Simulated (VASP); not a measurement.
Set up this calculation in VASP 6.6.1, as the native input.

```
Task                   : relaxation of cell and atoms
Functional             : PBE
Potentials or basis    : VASP PAW PBE potentials, release 64 (As, Bi_d)
Cutoff                 : 600 eV
k mesh                 : 10 × 10 × 10
Occupations            : fermi-dirac, width 0.05 eV
Spin                   : no spin polarisation
Dipole correction      : no
Further INCAR settings : ALGO = Normal; EDIFF = 1e-06; IBRION = 2; EDIFFG = -0.005; NSW = 100; ISIF = 3
```

The structure of BiAs (zincblende type) lies in POSCAR:

```
BiAs
1.0
    0.0000000000      3.2195088072      3.2195088072
    3.2195088072      0.0000000000      3.2195088072
    3.2195088072      3.2195088072      0.0000000000
As Bi
1 1
Direct
    0.0000000000      0.0000000000      0.0000000000
    0.2500000000      0.2500000000      0.2500000000
```

The input as run:

INCAR

```
SYSTEM = BiAs
  PREC = Accurate
  ENCUT = 600
  EDIFF = 1E-6
  ISMEAR = -1
  SIGMA = 0.05
  LREAL = .FALSE.
  LASPH = .TRUE.
  NELM = 60
  ALGO = Normal
  ISIF = 3
  LWAVE = .FALSE.
  LCHARG = .FALSE.
  GGA = PE
  IBRION = 2
  NSW = 100
  EDIFFG = -0.005
```

KPOINTS

```
Automatic mesh
0
G
  10 10 10
  0 0 0
```

Potentials or basis: VASP PAW PBE potentials, release 64 (As, Bi_d).

Command:

```bash
$ cat potpaw_PBE.64/As/POTCAR potpaw_PBE.64/Bi_d/POTCAR > POTCAR
$ mpirun -np 1 vasp_std > vasp.out
```

Results of the run:

| Property | Result |
| --- | --- |
| Relaxed volume | 37.70 Å³/atom |
| Relaxed cell | a = 4.742 Å, b = 4.742 Å, c = 4.742 Å, α = 60.00°, β = 60.00°, γ = 60.00° |
| Space group after relaxing (to 0.1 Å) | F-43m (No. 216) |
| Energy gained by relaxing | 73.8 meV/atom |
| Ionic steps | 3 |
| Pressure after relaxing | 0.0 GPa |
| Band gap on the k mesh | zero (bands 10 and 11 overlap by 0.74 eV) |

Caveat: spin-orbit coupling is left out, which moves the levels of the heavy elements.

It took 51 s on 1 thread of AMD EPYC 9R45 96-Core Processor (Zen 5), on a shared host, peak memory 0.22 GiB.
